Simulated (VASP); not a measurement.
Here is a VASP 6.6.1 calculation.

Contents of INCAR:

```
SYSTEM = La
  PREC = Accurate
  ENCUT = 520
  EDIFF = 1E-6
  ISMEAR = -1
  SIGMA = 0.1
  LREAL = .False.
  LASPH = .True.
  NELM = 100
  ALGO = Normal
  ISIF = 2
  LWAVE = .False.
  LCHARG = .True.
  GGA = B5
  ALDAX = 1.0
  AGGAX = 1.0
  AGGAC = 1.0
  ALDAC = 0.0
  LELF = .True.
  LVHAR = .True.
  NBANDS = 12
```

Contents of KPOINTS:

```
regular mesh
0
Gamma
  16 16 16
  0 0 0
```

The input POSCAR:

```
La
1.0
    0.0000000000      2.6019197916      2.6019197916
    2.6019197916      0.0000000000      2.6019197916
    2.6019197916      2.6019197916      0.0000000000
La
1
Direct
    0.0000000000      0.0000000000      0.0000000000
```

Potentials or basis: VASP PAW PBE potentials, release 64 (La).

Launch:

```console
$ cat potpaw_PBE.64/La/POTCAR > POTCAR
$ mpirun -np 1 vasp_std > vasp.out
```

(1) Predict the band gap on the k mesh.

(2) Estimate the pressure.

Answers

(1) zero (an odd number of electrons rules out a gap without spin polarisation).

(2) 3.6 GPa.

Caveat: the cell stands under pressure; the PAW data sets were made with another functional, which shifts forces and pressure a little; spin-orbit coupling is left out, which moves the levels of the heavy elements.
